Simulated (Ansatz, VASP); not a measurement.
# Two plane-wave programs on Ge5I3

```
Ge I
1.0
     6.71089    0.00000    0.00000
    -3.35545    5.81180    0.00000
     0.00000    0.00000    5.89212
Ge I
5 3
Direct
  0.50000 0.00000 0.50000
  0.00000 0.50000 0.50000
  0.50000 0.50000 0.50000
  0.00000 0.00000 0.71058
  0.00000 0.00000 0.28942
  0.50000 0.00000 0.00000
  0.00000 0.50000 0.00000
  0.50000 0.50000 0.00000
```

Alike in both runs: functional PBE; k mesh 9 × 9 × 6; occupations gaussian, width 0.1 eV; no spin polarisation.

Ansatz relaxed the structure, and its values are those at the end. VASP's run is a single point on that final structure, the one shown.

|  | VASP | Ansatz |
| --- | --- | --- |
| version | VASP 6.6.1 | Ansatz 0.2.0 |
| potentials or method | VASP PAW PBE potentials, release 64 (Ge_d, I), cutoff 520 eV | scalar-relativistic, plane waves, PAW |
| valence electrons in the cell | 91 | 121 |

```tsv
	VASP	Ansatz	Ansatz less VASP
gap on the k mesh at the Fermi level (eV)	none	none	-
pressure (GPa)	0.0	0.0	+0.02
```

A gap of «none» marks a metal or a gap that the smearing closes. The functional is the same, so the differences come from potentials, cutoffs and numerics. VASP's potentials hold 91 valence electrons a cell and Ansatz's 121, so a difference there can come from the potentials and not from the codes.

Neither program's run includes spin-orbit coupling.
